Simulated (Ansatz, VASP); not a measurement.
## Ti2SiSe2 in VASP and in Ansatz

Contents of INCAR:

```
SYSTEM = Ti2SiSe2
ALGO     = Normal         ! electronic algorithm
EDIFF    = 1E-6           ! SCF threshold, eV
ENCUT    = 520            ! plane-wave cutoff, eV
GGA      = PE             ! functional
ISIF     = 2              ! what is computed and relaxed
ISMEAR   = 0              ! smearing method
ISPIN    = 2              ! spin polarisation
LASPH    = .TRUE.         ! aspherical terms in the spheres
LCHARG   = .FALSE.        ! write CHGCAR
LMAXMIX  = 4              ! l up to which the mixer works
LORBIT   = 11             ! projections on sites
LREAL    = .FALSE.        ! projectors in reciprocal space
LWAVE    = .FALSE.        ! write WAVECAR
MAGMOM   = 1 1 1 1 0 0 0 0 0 0 ! initial moments
NBANDS   = 55             ! bands
NELM     = 150            ! most SCF steps
PREC     = Accurate       ! precision mode
SIGMA    = 0.1            ! smearing width, eV
```

Contents of KPOINTS:

```
k-points
0
G
  2 2 6
  0 0 0
```

Contents of POSCAR:

```
Ti2SiSe2
1.0
    7.5942441100      0.0000000000      0.0000000000
    0.0000000000      7.5942441100      0.0000000000
    0.0000000000      0.0000000000      3.5526726900
Ti Si Se
4 2 4
Direct
    0.8275080300      0.3275080300      0.5000000000
    0.6724919700      0.8275080300      0.5000000000
    0.3275080300      0.1724919700      0.5000000000
    0.1724919700      0.6724919700      0.5000000000
    0.0000000000      0.0000000000      0.0000000000
    0.5000000000      0.5000000000      0.0000000000
    0.1282924300      0.3717075700      0.0000000000
    0.3717075700      0.8717075700      0.0000000000
    0.6282924300      0.1282924300      0.0000000000
    0.8717075700      0.6282924300      0.0000000000
```

Input for Ansatz:

```yaml
crystal:
  lattice:
    - [7.59424411, 0.0, 0.0]
    - [0.0, 7.59424411, 0.0]
    - [0.0, 0.0, 3.55267269]
  atoms:
    - { symbol: Ti, position: [0.82750803, 0.32750803, 0.5], spin: 1.0 }
    - { symbol: Ti, position: [0.67249197, 0.82750803, 0.5], spin: 1.0 }
    - { symbol: Ti, position: [0.32750803, 0.17249197, 0.5], spin: 1.0 }
    - { symbol: Ti, position: [0.17249197, 0.67249197, 0.5], spin: 1.0 }
    - { symbol: Si, position: [0.0, 0.0, 0.0] }
    - { symbol: Si, position: [0.5, 0.5, 0.0] }
    - { symbol: Se, position: [0.12829243, 0.37170757, 0.0] }
    - { symbol: Se, position: [0.37170757, 0.87170757, 0.0] }
    - { symbol: Se, position: [0.62829243, 0.12829243, 0.0] }
    - { symbol: Se, position: [0.87170757, 0.62829243, 0.0] }
basis:
  ecutwfc: 420
kpoints:
  mp_grid: { grid: [2, 2, 6] }
hamiltonian:
  xc: pbe
scf:
  occupations: { method: gaussian, width: 0.1 }
  lower_state_search: "off"
output:
  forces: true
  stress: true
  eigenvalues: true
  populations: true
magnetization:
  spin_polarized: true
```

Change from the starting cell: species swapped into the Er2InPd2 type (P4/mbm, No. 127).

Alike in both runs: task single point; functional PBE; k mesh 2 × 2 × 6; occupations gaussian, width 0.1 eV; collinear spin.

|  | VASP | Ansatz |
| --- | --- | --- |
| version | VASP 6.6.1 | Ansatz 0.2.0 |
| potentials or method | VASP PAW PBE potentials, release 64 (Ti_sv, Si, Se), cutoff 520 eV | scalar-relativistic, plane waves, PAW |
| valence electrons in the cell | 80 | 120 |

```csv
,VASP,Ansatz,Ansatz less VASP
gap on the k mesh at the Fermi level (eV),none,none,-
pressure (GPa),-11.4,-11.5,-0.08
"traceless stress, the component that is largest in VASP (GPa)",-4.73,-4.75,-0.023
rms of the force components (eV/Å),0.548,0.548,-0.0004
net moment per atom (μB),0.08,0.08,-0.001
```

Atom by atom the forces differ by 0.000 eV/Å (rms over components). A gap of «none» marks a metal or a gap that the smearing closes. VASP's potentials hold 80 valence electrons a cell and Ansatz's 120, so a difference there can come from the potentials and not from the codes.

The k mesh is coarse, so the values compare programs but aren't converged.
